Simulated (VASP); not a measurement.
Runs of VASP 6.6.1 on Sc. The structure is that of space group Fm-3m (No. 225), or close to it. The cells are those of the table. This isn't the form of Sc at room conditions, which is hcp.

| cell | k mesh | gap on the mesh (eV) | pressure (GPa) |
| --- | --- | --- | --- |
| a = 3.170 Å, angles 60.0°, 1 atom | 16 × 16 × 16 | none | (a) |
| a = 3.255, b = 3.231 Å, angles 60.2, 59.5, 60.2°, 1 atom | 14 × 14 × 14 | none | (b) |
| a = 3.089 Å, angles 60.0°, 1 atom | 16 × 16 × 16 | none | 11.3 |
| a = 3.191 Å, angles 60.0°, 1 atom | 16 × 16 × 16 | none | 4.1 |
| a = 3.236 Å, angles 60.0°, 1 atom | 16 × 16 × 16 | none | 1.5 |
| a = 3.133, b = 3.148, c = 3.131 Å, angles 60.3, 59.7, 60.1°, 1 atom | 14 × 14 × 14 | none | 7.5 |

Alike in all rows: task single point; level PBE; potentials or basis VASP PAW PBE potentials, release 64 (Sc_sv); no spin polarisation; cutoff (eV) 500; smearing gaussian 0.1 eV.

Question: Fill in the values left out.

Answer: (a) 5.4; (b) 1.0.

Caveats: the cell stands under pressure (at least some runs).

A gap of «none» marks levels without a gap at the run's occupations.
